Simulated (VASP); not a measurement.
Here is a VASP 6.6.1 calculation.

INCAR

```
PREC     = Accurate       # precision mode
ENCUT    = 520            # plane-wave cutoff, eV
EDIFF    = 1E-6           # SCF threshold, eV
ISMEAR   = -1             # smearing method
SIGMA    = 0.05           # smearing width, eV
LREAL    = F              # projectors in reciprocal space
LASPH    = T              # aspherical terms in the spheres
NELM     = 150            # most SCF steps
ALGO     = Normal         # electronic algorithm
ISIF     = 2              # what is computed and relaxed
LWAVE    = F              # write WAVECAR
LCHARG   = F              # write CHGCAR
ISPIN    = 2              # spin polarisation
MAGMOM   = 2.2 0          # initial moments
LORBIT   = 11             # projections on sites
NUPDOWN  = 2.2            # fixed moment
LMAXMIX  = 4              # l up to which the mixer works
GGA      = PS             # functional
NBANDS   = 16             # bands
```

File KPOINTS:

```
Automatic mesh
0
Gamma
  8 8 8
```

File POSCAR:

```
AlFe
1.0
    2.9100000000      0.0000000000      0.0000000000
    0.0000000000      2.9100000000      0.0000000000
    0.0000000000      0.0000000000      2.9100000000
Fe Al
1 1
Direct
    0.5000000000      0.5000000000      0.5000000000
    0.0000000000      0.0000000000      0.0000000000
```

Potentials or basis: VASP PAW PBE potentials, release 64 (Fe, Al).

The run is started by

```console
$ cat potpaw_PBE.64/Fe/POTCAR potpaw_PBE.64/Al/POTCAR > POTCAR
$ mpirun -np 1 vasp_std > vasp.out
```

Task: What does it give for the pressure?

Result: 2.0 GPa.

Caveat: the PAW data sets were made with another functional, which shifts forces and pressure a little; the total moment is fixed, so each spin has its own Fermi level.
